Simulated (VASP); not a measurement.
# NiO (Fm-3m) in VASP: a series of runs

NiO is run at these levels: PBEsol+U, PBE+U, LDA+U; tasks: single point.

Everything below comes from runs of VASP 6.6.1. Logs are shortened: lines on timing, memory, paths and dates and some standing lists are left out, and cuts for length are marked.

## Step 1: The cell of the first run

Symmetry: Fm-3m, No. 225, cubic system. The conventional cell has a = 4.172 Å, b = 4.172 Å, c = 4.172 Å, α = 90.00°, β = 90.00°, γ = 90.00°. Ni (site symmetry m-3m) has 6 O at 2.09 Å within 2.8 Å. O (site symmetry m-3m) has 6 Ni at 2.09 Å within 2.8 Å.

## Step 2: Single point, PBEsol+U, collinear spin, ferromagnetic start

File POSCAR:

```
NiO
1.0
    0.0000000000      2.0859016414      2.0859016414
    2.0859016414      0.0000000000      2.0859016414
    2.0859016414      2.0859016414      0.0000000000
Ni O
1 1
Direct
    0.0000000000      0.0000000000      0.0000000000
    0.5000000000      0.5000000000      0.5000000000
```

File INCAR.step1:

```
  PREC = Accurate
  ENCUT = 520
  EDIFF = 1E-6
  ISMEAR = -1
  SIGMA = 0.05
  LREAL = F
  LASPH = T
  NELM = 200
  ALGO = Normal
  ISIF = 2
  LWAVE = F
  LCHARG = T
  ISPIN = 2
  MAGMOM = 1 0
  LMAXMIX = 4
  LDAU = T
  LDAUTYPE = 2
  LDAUL = 2 -1
  LDAUU = 3 0
  LDAUJ = 0 0
  LDAUPRINT = 1
  GGA = PS
  NBANDS = 23
  GGA_COMPAT = F
  NEDOS = 2001
  LORBIT = 11
```

File KPOINTS.step1:

```
regular mesh
0
Gamma
  11 11 11
```

File INCAR.step2:

```
  PREC = Accurate
  ENCUT = 520
  EDIFF = 1E-6
  ISMEAR = -5
  SIGMA = 0.05
  LREAL = F
  LASPH = T
  NELM = 200
  ALGO = Normal
  ISIF = 2
  LWAVE = F
  LCHARG = F
  ISPIN = 2
  MAGMOM = 1 0
  LORBIT = 11
  LMAXMIX = 4
  LDAU = T
  LDAUTYPE = 2
  LDAUL = 2 -1
  LDAUU = 3 0
  LDAUJ = 0 0
  LDAUPRINT = 1
  GGA = PS
  NEDOS = 1001
  ICHARG = 11
  GGA_COMPAT = F
```

File KPOINTS.step2:

```
regular mesh
0
Gamma
  17 17 17
```

Potentials or basis: VASP PAW PBE potentials, release 64 (Ni_sv_GW, O).

Started as:

```bash
$ cat potpaw_PBE.64/Ni_sv_GW/POTCAR potpaw_PBE.64/O/POTCAR > POTCAR
$ cp INCAR.step1 INCAR
$ cp KPOINTS.step1 KPOINTS
$ mpirun -np 1 vasp_std > vasp.out
$ cp INCAR.step2 INCAR
$ cp KPOINTS.step2 KPOINTS
$ mpirun -np 1 vasp_std > vasp.out
```

OUTCAR:

```text
PREC = Accurate
   ENCUT = 520
   EDIFF = 1E-6
   ISMEAR = -5
   LREAL = F
   LASPH = T
   NELM = 200
   ISIF = 2
   ISPIN = 2
   LORBIT = 11
   GGA = PS
   ICHARG = 11

 ion  position               nearest neighbor table
   1  0.000  0.000  0.000-   2 2.09   2 2.09   2 2.09   2 2.09   2 2.09   2 2.09
   2  0.500  0.500  0.500-   1 2.09   1 2.09   1 2.09   1 2.09   1 2.09   1 2.09

  LATTYP: Found a face centered cubic cell.
 ALAT       =     4.1718032828

  Lattice vectors:

 A1 = (   0.0000000000,   2.0859016414,   2.0859016414)
 A2 = (   2.0859016414,   0.0000000000,   2.0859016414)
 A3 = (   2.0859016414,   2.0859016414,   0.0000000000)

Analysis of symmetry for initial positions (statically):
=====================================================================
 Subroutine PRICEL returns:
 Original cell was already a primitive cell.

 Routine SETGRP: Setting up the symmetry group for a
 face centered cubic supercell.

 Subroutine GETGRP returns: Found 48 space group operations
 (whereof 48 operations were pure point group operations)
 out of a pool of 48 trial point group operations.

The static configuration has the point symmetry O_h .

Analysis of symmetry for dynamics (positions and initial velocities):
=====================================================================
 Subroutine PRICEL returns:
 Original cell was already a primitive cell.

 Routine SETGRP: Setting up the symmetry group for a
 face centered cubic supercell.

 Subroutine GETGRP returns: Found 48 space group operations
 (whereof 48 operations were pure point group operations)
 out of a pool of 48 trial point group operations.

The dynamic configuration has the point symmetry O_h .

Analysis of structural, dynamic, and magnetic symmetry:
=====================================================================
 Subroutine PRICEL returns:
 Original cell was already a primitive cell.

 Routine SETGRP: Setting up the symmetry group for a
 face centered cubic supercell.

 Subroutine GETGRP returns: Found 48 space group operations
 (whereof 48 operations were pure point group operations)
 out of a pool of 48 trial point group operations.

The overall configuration has the point symmetry O_h .

 Subroutine INISYM returns: Found 48 space group operations
 (whereof 48 operations are pure point group operations),
 and found     1 'primitive' translations

----------------------------------------------------------------------------------------

                                     Primitive cell

  volume of cell :      18.1515

  direct lattice vectors                    reciprocal lattice vectors
     0.000000000  2.085901641  2.085901641    -0.239704495  0.239704495  0.239704495
     2.085901641  0.000000000  2.085901641     0.239704495 -0.239704495  0.239704495
     2.085901641  2.085901641  0.000000000     0.239704495  0.239704495 -0.239704495

  length of vectors
     2.949910391  2.949910391  2.949910391     0.415180364  0.415180364  0.415180364

  position of ions in fractional coordinates (direct lattice)
     0.000000000  0.000000000  0.000000000
     0.500000000  0.500000000  0.500000000

  ion indices of the primitive-cell ions
   primitive index   ion index
                 1           1
                 2           2

----------------------------------------------------------------------------------------

 KPOINTS: regular mesh
[... 70 lines left out ...]
   EDIFF  = 0.1E-05   stopping-criterion for ELM
   LREAL  =      F    real-space projection
   EDIFFG = 0.1E-04   stopping-criterion for IOM
   NSW    =      0    number of steps for IOM
   IBRION =     -1    ionic relax: 0-MD 1-quasi-New 2-CG
   NFREE  =      0    steps in history (QN), initial steepest desc. (CG)
   ISIF   =      2    stress and relaxation
   ISYM   =      2    0-nonsym 1-usesym 2-fastsym
   POTIM  = 0.5000    time-step for ionic-motion
   TEBEG  =    0.0;   TEEND  =   0.0 temperature during run
   PSTRESS=    0.0 pullay stress
   NELECT =      24.0000    total number of electrons
   NUPDOWN=      -1.0000    fix difference up-down
   EMIN   =  10.00;   EMAX   =-10.00  energy-range for DOS
   EFERMI =   0.00;   METHOD = LEGACY
   ISMEAR =    -5;   SIGMA  =   0.05  broadening in eV -4-tet -1-fermi 0-gaus
   EFERMI_NEDOS =   21; number of points for ismear=-14 and -15
   IALGO  =     38    algorithm
   IMIX   =      4    mixing-type and parameters
     AMIX     =   0.40;   BMIX     =  1.00
     AMIX_MAG =   1.60;   BMIX_MAG =  1.00
  volume/ion in A,a.u.               =       9.08        61.25
  Fermi-wavevector in a.u.,A,eV,Ry     =   1.796835  3.395525 43.927965  3.228614
  Thomas-Fermi vector in A             =   2.858301
   LORBIT       =     11    0 simple, 1 ext, 2 COOP (PROOUT), +10 PAW based schemes
 LDA+U is selected, type is set to LDAUTYPE =  2
   angular momentum for each species LDAUL =     2   -1
   U (eV)           for each species LDAUU =   3.0  0.0
   J (eV)           for each species LDAUJ =   0.0  0.0
   GGA     = PS    functional components
   LHFCALC =     F    Hartree Fock is set to
   AEXX    =    0.0000 exact exchange contribution
   IVDW    =     0    specifies the selected vdW correction
   LEPSILON=     F    determine dielectric tensor
   LRPA    =     F    only Hartree local field effects (RPA)
 spin polarized calculation
 Fermi weights with tetrahedron method with Bloechl corrections
  energy-cutoff  :      520.00
  volume of cell :       18.15
 maximum number of plane-waves:       531
 NGX is ok and might be reduce to    24

atom =   1  type =  1  l = 2

 onsite density matrix

spin component  1

  0.9311 -0.0000 -0.0000 -0.0000  0.0000
 -0.0000  0.9311 -0.0000 -0.0000  0.0000
 -0.0000 -0.0000  0.9657 -0.0000  0.0000
 -0.0000 -0.0000 -0.0000  0.9311  0.0000
  0.0000  0.0000  0.0000  0.0000  0.9657

spin component  2

  0.9208 -0.0000  0.0000  0.0000 -0.0000
 -0.0000  0.9208  0.0000  0.0000 -0.0000
  0.0000  0.0000  0.1409  0.0000  0.0000
  0.0000  0.0000  0.0000  0.9208  0.0000
 -0.0000 -0.0000  0.0000  0.0000  0.1409

 occupancies and eigenvectors

  o =  0.1409  v =  0.0000  0.0000  0.0000  0.0000  0.0000  0.0000  0.0000 -1.0000  0.0000  0.0000      0.0000  0.0000  0.0000  0.0000  0.0000  0.0000  0.0000  0.0000  0.0000  0.0000
  o =  0.1409  v =  0.0000  0.0000  0.0000  0.0000  0.0000  0.0000  0.0000 -0.0000  0.0000 -1.0000      0.0000  0.0000  0.0000  0.0000  0.0000  0.0000  0.0000  0.0000  0.0000  0.0000
  o =  0.9208  v =  0.0000  0.0000  0.0000  0.0000  0.0000  1.0000  0.0000  0.0000  0.0000  0.0000      0.0000  0.0000  0.0000  0.0000  0.0000  0.0000  0.0000  0.0000  0.0000  0.0000
  o =  0.9208  v =  0.0000  0.0000  0.0000  0.0000  0.0000  0.0000  0.9817  0.0000 -0.1906 -0.0000      0.0000  0.0000  0.0000  0.0000  0.0000  0.0000  0.0000  0.0000  0.0000  0.0000
  o =  0.9208  v =  0.0000  0.0000  0.0000  0.0000  0.0000  0.0000 -0.1906 -0.0000 -0.9817 -0.0000      0.0000  0.0000  0.0000  0.0000  0.0000  0.0000  0.0000  0.0000  0.0000  0.0000
  o =  0.9311  v =  0.0000 -0.6008  0.0000 -0.7994  0.0000  0.0000  0.0000  0.0000  0.0000  0.0000      0.0000  0.0000  0.0000  0.0000  0.0000  0.0000  0.0000  0.0000  0.0000  0.0000
  o =  0.9311  v =  0.0000  0.7994 -0.0000 -0.6008 -0.0000  0.0000  0.0000  0.0000  0.0000  0.0000      0.0000  0.0000  0.0000  0.0000  0.0000  0.0000  0.0000  0.0000  0.0000  0.0000
  o =  0.9311  v =  1.0000  0.0000  0.0000  0.0000  0.0000  0.0000  0.0000  0.0000  0.0000  0.0000      0.0000  0.0000  0.0000  0.0000  0.0000  0.0000  0.0000  0.0000  0.0000  0.0000
  o =  0.9657  v =  0.0000  0.0000  0.0000 -0.0000  1.0000  0.0000  0.0000  0.0000  0.0000  0.0000      0.0000  0.0000  0.0000  0.0000  0.0000  0.0000  0.0000  0.0000  0.0000  0.0000
  o =  0.9657  v =  0.0000  0.0000  1.0000  0.0000 -0.0000  0.0000  0.0000  0.0000  0.0000  0.0000      0.0000  0.0000  0.0000  0.0000  0.0000  0.0000  0.0000  0.0000  0.0000  0.0000

 number of electron      24.0000018 magnetization       2.0001029

 Free energy of the ion-electron system (eV)
  ---------------------------------------------------
  ext. energy  EPLUGINS =         0.00000000
  ---------------------------------------------------
  free energy    TOTEN  =       -12.04743808 eV

  energy without entropy =      -12.04743808  energy(sigma->0) =      -12.04743808

 E-fermi :   6.6476     XC(G=0): -13.3229

 val. band max:        6.5624430422   @ k =   0.4706   0.0000   0.0000
 cond. band min:       7.2922281579   @ k =   0.0000   0.0000   0.0000
 fundamental gap:      0.7297851156
 Fermi energy:         6.6476475709

 spin component 1

 k-point     1 :       0.0000    0.0000    0.0000
  band No.  band energies     occupation
      1     -97.4570      1.00000
      2     -57.9856      1.00000
      3     -57.9856      1.00000
      4     -57.9856      1.00000
      5     -13.2511      1.00000
      6       2.1091      1.00000
[... 943 lines left out ...]
      6       2.6897      1.00000
[... 9 lines left out ...]
     16      23.9791      0.00000
     17      25.5489      0.00000

 [... further k-points ...]

------------------------ aborting loop because EDIFF is reached ----------------------------------------

  FORCE on cell =-STRESS in cart. coord.  units (eV):
  Direction    XX          YY          ZZ          XY          YZ          ZX
  --------------------------------------------------------------------------------------
  -------------------------------------------------------------------------------------
  Total       -0.1971504     -0.1971504     -0.1971504      0.0000000     -0.0000000      0.0000000
  in kB      -17.4019073    -17.4019073    -17.4019073      0.0000000     -0.0000000      0.0000000
  external PRESSURE =     -17.4019073 kB  Pullay stress =       0.0000000 kB

 VOLUME and BASIS-vectors are now :
 -----------------------------------------------------------------------------
  energy-cutoff  :      520.00
  volume of cell :       18.15
      direct lattice vectors                 reciprocal lattice vectors
     0.000000000  2.085901641  2.085901641    -0.239704495  0.239704495  0.239704495
     2.085901641  0.000000000  2.085901641     0.239704495 -0.239704495  0.239704495
     2.085901641  2.085901641  0.000000000     0.239704495  0.239704495 -0.239704495

 POSITION                                       TOTAL-FORCE (eV/Angst)
 -----------------------------------------------------------------------------------
      0.00000      0.00000      0.00000         0.000000      0.000000      0.000000
      2.08590      2.08590      2.08590        -0.000000     -0.000000      0.000000
 -----------------------------------------------------------------------------------
    total drift:                                0.000000     -0.000000     -0.000000

  FREE ENERGIE OF THE ION-ELECTRON SYSTEM (eV)
  ---------------------------------------------------
  free  energy   TOTEN  =       -12.0474380828 eV

  energy  without entropy=      -12.0474380828  energy(sigma->0) =      -12.04743808

 total charge

# of ion       s       p       d       f       tot
--------------------------------------------------
    1        2.163   6.249   7.742   0.009  16.163
    2        1.544   3.450   0.000   0.000   4.994
--------------------------------------------------
tot          3.707   9.700   7.742   0.009  21.158

 magnetization (x)

# of ion       s       p       d       f       tot
--------------------------------------------------
    1        0.009   0.013   1.678   0.001   1.701
    2        0.028   0.230   0.000   0.000   0.257
--------------------------------------------------
tot          0.037   0.242   1.678   0.001   1.958
```

Run time: 60 s. Hardware: 1 thread of Intel Xeon Platinum 8559C (Emerald Rapids), shared host; peak memory 0.23 GiB.

What came out:

```yaml
Net_moment: 2.00 μB per cell
Site_moments: Ni +1.70; O +0.26 μB
Valence_electrons_inside_the_program's_atomic_spheres: Ni 16.16; O 4.99
```

Eigenvalues of the final occupation matrices:
| site | spin | trace | eigenvalues |
| --- | --- | --- | --- |
| site 1 d | 1 | 4.72 | 0.93 0.93 0.93 0.97 0.97 |
| site 1 d | 2 | 3.04 | 0.14 0.14 0.92 0.92 0.92 |

Caveat: the PAW data sets were made with another functional, which shifts forces and pressure a little; a cell with one magnetic atom can't hold antiferromagnetic order, which such compounds often take. The state reached can hang on the start; a lower one may exist.

## Step 3: Single point, PBE+U, collinear spin, ferromagnetic start

POSCAR is that of step 2.

File INCAR.step1:

```
SYSTEM = NiO
PREC = Accurate ; ENCUT = 520
EDIFF = 1E-6 ; ISMEAR = -1
SIGMA = 0.05 ; LREAL = .FALSE.
LASPH = .TRUE. ; NELM = 200
ALGO = Normal ; ISIF = 2
LWAVE = .FALSE. ; LCHARG = .TRUE.
ISPIN = 2 ; MAGMOM = 1 0
LMAXMIX = 4 ; LDAU = .TRUE.
LDAUTYPE = 2 ; LDAUL = 2 -1
LDAUU = 8 0 ; LDAUJ = 0 0
LDAUPRINT = 1 ; GGA = PE
NBANDS = 23 ; GGA_COMPAT = .FALSE.
NEDOS = 2001 ; LORBIT = 11
```

File KPOINTS.step1:

```
Automatic mesh
0
G
  11 11 11
  0 0 0
```

File INCAR.step2:

```
SYSTEM = NiO
PREC = Accurate ; ENCUT = 520
EDIFF = 1E-6 ; ISMEAR = -5
SIGMA = 0.05 ; LREAL = .FALSE.
LASPH = .TRUE. ; NELM = 200
ALGO = Normal ; ISIF = 2
LWAVE = .FALSE. ; LCHARG = .FALSE.
ISPIN = 2 ; MAGMOM = 1 0
LORBIT = 11 ; LMAXMIX = 4
LDAU = .TRUE. ; LDAUTYPE = 2
LDAUL = 2 -1 ; LDAUU = 8 0
LDAUJ = 0 0 ; LDAUPRINT = 1
GGA = PE ; NEDOS = 2001
ICHARG = 11 ; GGA_COMPAT = .FALSE.
```

File KPOINTS.step2:

```
Automatic mesh
0
G
  17 17 17
  0 0 0
```

Potentials or basis: VASP PAW PBE potentials, release 64 (Ni_sv_GW, O).

Started as:

```bash
$ cat potpaw_PBE.64/Ni_sv_GW/POTCAR potpaw_PBE.64/O/POTCAR > POTCAR
$ cp INCAR.step1 INCAR
$ cp KPOINTS.step1 KPOINTS
$ mpirun -np 1 vasp_std > vasp.out
$ cp INCAR.step2 INCAR
$ cp KPOINTS.step2 KPOINTS
$ mpirun -np 1 vasp_std > vasp.out
```

It took 70 s on 1 thread of Intel Xeon Platinum 8488C (Sapphire Rapids), shared host; peak memory 0.23 GiB.

The run converged. Its results:

| Property | Result |
| --- | --- |
| Net moment | 2.00 μB per cell |
| Site moments | Ni +1.82; O +0.14 μB |
| Valence electrons inside the program's atomic spheres | Ni 16.15; O 5.06 |

Levels at points of the mesh, in eV from the valence-band top:
Spin up:
| k point | band 11 | band 12 | band 13 | band 14 | band 15 | band 16 |
| --- | --- | --- | --- | --- | --- | --- |
| (0.00, 0.00, 0.00) | -1.53 | -1.53 | -1.53 | 2.54 | 18.64 | 18.91 |
Spin down:
| k point | band 7 | band 8 | band 9 | band 10 | band 11 | band 12 | band 13 | band 14 | band 15 | band 16 |
| --- | --- | --- | --- | --- | --- | --- | --- | --- | --- | --- |
| (0.00, 0.00, 0.00) | -4.14 | -4.14 | -1.25 | -1.25 | -1.25 | 2.88 | 3.69 | 3.69 | 18.57 | 19.14 |

Eigenvalues of the final occupation matrices:
| site | spin | trace | eigenvalues |
| --- | --- | --- | --- |
| site 1 d | 1 | 4.77 | 0.94 0.94 0.94 0.97 0.97 |
| site 1 d | 2 | 2.97 | 0.08 0.08 0.94 0.94 0.94 |

Caveat: a cell with one magnetic atom can't hold antiferromagnetic order, which such compounds often take. The state reached can hang on the start; a lower one may exist.

## Step 4: Single point, LDA+U, collinear spin, ferromagnetic start

File INCAR:

```
SYSTEM = NiO
PREC = Accurate
ENCUT = 700
EDIFF = 1E-6
ISMEAR = -1
SIGMA = 0.05
LREAL = .FALSE.
LASPH = .TRUE.
NELM = 200
ALGO = Normal
ISIF = 2
LWAVE = .FALSE.
LCHARG = .FALSE.
ISPIN = 2
MAGMOM = 1 0
LORBIT = 11
LMAXMIX = 4
LDAU = .TRUE.
LDAUTYPE = 2
LDAUL = 2 -1
LDAUU = 4 0
LDAUJ = 0 0
LDAUPRINT = 1
NBANDS = 23
GGA_COMPAT = .FALSE.
```

File KPOINTS:

```
regular mesh
0
G
  11 11 11
  0 0 0
```

POSCAR is that of step 3.

Potentials or basis: VASP PAW LDA potentials, release 64 (Ni_sv_GW, O).

Started as:

```bash
$ cat potpaw_LDA.64/Ni_sv_GW/POTCAR potpaw_LDA.64/O/POTCAR > POTCAR
$ mpirun -np 1 vasp_std > vasp.out
```

It took 51 s on 1 thread of AMD EPYC 9R45 (Zen 5), shared host; peak memory 0.18 GiB.

It converged, with:

| Item | Value |
| --- | --- |
| Free energy | -12.2981 eV |
| Pressure | -8.9 GPa |
| Band gap on the k mesh | 0.80 eV (least direct gap 1.66 eV) |
| Net moment | 2.00 μB per cell |
| Site moments | Ni +1.70; O +0.26 μB |
| Valence electrons inside the program's atomic spheres | Ni 16.15; O 4.99 |

Levels at points of the mesh, in eV from the valence-band top:
Spin up:
| k point | band 11 | band 12 | band 13 | band 14 | band 15 | band 16 |
| --- | --- | --- | --- | --- | --- | --- |
| (0.00, 0.00, 0.00) | -2.30 | -2.30 | -2.30 | 2.03 | 18.01 | 18.70 |
Spin down:
```tsv
k point	band 8	band 9	band 10	band 11	band 12	band 13	band 14	band 15
(0.00, 0.00, 0.00)	-2.81	-1.83	-1.83	-1.83	0.80	0.80	2.40	18.03
```

Eigenvalues of the final occupation matrices:
| site | spin | trace | eigenvalues |
| --- | --- | --- | --- |
| site 1 d | 1 | 4.73 | 0.93 0.93 0.93 0.97 0.97 |
| site 1 d | 2 | 3.05 | 0.14 0.14 0.92 0.92 0.92 |

Caveat: the cell stands under tension; an odd mesh through Γ misses points on the zone boundary, where band edges can lie; a cell with one magnetic atom can't hold antiferromagnetic order, which such compounds often take.

[end of part 1 of 2]

The gap in the log of VASP goes by the Fermi energy; the results here count the filled bands.